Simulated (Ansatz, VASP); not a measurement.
**Sr in VASP and in Ansatz**

The input POSCAR:

```
Sr
1.0
   -2.4250000000      2.1521875000      2.4250000000
    2.4250000000     -2.1521875000      2.4250000000
    2.4250000000      2.1521875000     -2.4250000000
Sr
1
Direct
    0.0000000000      0.0000000000      0.0000000000
```

Contents of INCAR.step1:

```
SYSTEM = Sr
ALGO = Normal
EDIFF = 1E-4
ENCUT = 520
GGA = PE
ISMEAR = 0
LASPH = .True.
LCHARG = .False.
LREAL = .False.
LWAVE = .True.
NBANDS = 11
NELM = 60
PREC = Accurate
SIGMA = 0.15
```

INCAR.step2

```
SYSTEM = Sr
ALGO = Normal
EDIFF = 1E-6
ENCUT = 520
ISIF = 2
ISMEAR = 0
ISTART = 1
LASPH = .True.
LCHARG = .False.
LMIXTAU = .True.
LREAL = .False.
LWAVE = .False.
METAGGA = R2SCAN
NBANDS = 11
NELM = 60
PREC = Accurate
SIGMA = 0.15
```

Contents of KPOINTS:

```
k-points
0
Gamma
  14 14 14
  0 0 0
```

Input for Ansatz:

```yaml
crystal:
  lattice:
    - [-2.425, 2.1521875, 2.425]
    - [2.425, -2.1521875, 2.425]
    - [2.425, 2.1521875, -2.425]
  atoms:
    - { symbol: Sr, position: [0.0, 0.0, 0.0] }
basis:
  ecutwfc: 500
kpoints:
  mp_grid: { grid: [14, 14, 14] }
hamiltonian:
  xc: r2scan
scf:
  occupations: { method: gaussian, width: 0.15 }
output:
  forces: true
  stress: true
  eigenvalues: true
```

Change from the starting cell: strain -0.1125 x Voigt [0, 1, 0, 0, 0, 0], atoms carried along.

Alike in both runs: task single point; functional r2SCAN; k mesh 14 × 14 × 14; occupations gaussian, width 0.15 eV; no spin polarisation.

|  | VASP | Ansatz |
| --- | --- | --- |
| version | VASP 6.6.1 | Ansatz 0.2.0 |
| potentials or method | VASP PAW PBE potentials, release 64 (Sr_sv), cutoff 520 eV | scalar-relativistic, plane waves, PAW |
| valence electrons in the cell | 10 | 10 |

Ansatz gave:

```
gap on the k mesh at the Fermi level (eV)                     : none
pressure (GPa)                                                : 1.4
traceless stress, the component that is largest in VASP (GPa) : 0.58
```

Question: Which values does VASP return?

Answer: gap on the k mesh at the Fermi level (eV): none; pressure (GPa): 1.4; traceless stress, the component that is largest in VASP (GPa): 0.60.

VASP's potentials were made for PBE, not for r2SCAN. A gap of «none» marks a metal or a gap that the smearing closes. With one functional, cell and mesh, what is left measures potentials, basis and numerics.
